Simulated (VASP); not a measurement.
Runs of VASP 6.6.1 on SrO. The structure is that of space group P6_3/mmc (No. 194), or close to it. The cells are those of the table. 

```csv
cell,gap on the mesh (eV),pressure (GPa)
"a = 3.653, b = 3.653, c = 5.881 Å, angles 90.0, 90.0, 120.0°, 4 atoms",2.39,(b)
"a = 3.828, b = 3.828, c = 5.358 Å, angles 90.0, 90.0, 120.0°, 4 atoms",1.00,-0.5
"a = 3.602, b = 3.602, c = 6.050 Å, angles 90.0, 90.0, 120.0°, 4 atoms",2.70,-1.5
"a = 3.344, b = 3.344, c = 7.021 Å, angles 90.0, 90.0, 120.0°, 4 atoms",(a),-4.0
"a = 3.751, b = 3.751, c = 5.579 Å, angles 90.0, 90.0, 120.0°, 4 atoms",1.66,-0.7
```

Alike in all rows: task single point; level PBEsol; potentials or basis VASP PAW PBE potentials, release 64 (Sr_sv, O); no spin polarisation; k mesh 9 × 9 × 4; cutoff (eV) 520; smearing gaussian 0.05 eV.

Problem. Fill in the values left out.

Solution. (a) 2.41; (b) -1.2.

Caveats: the PAW data sets were made with another functional, which shifts forces and pressure a little.

A k mesh can miss the band edges, and the runs leave out spin-orbit coupling on Sr.
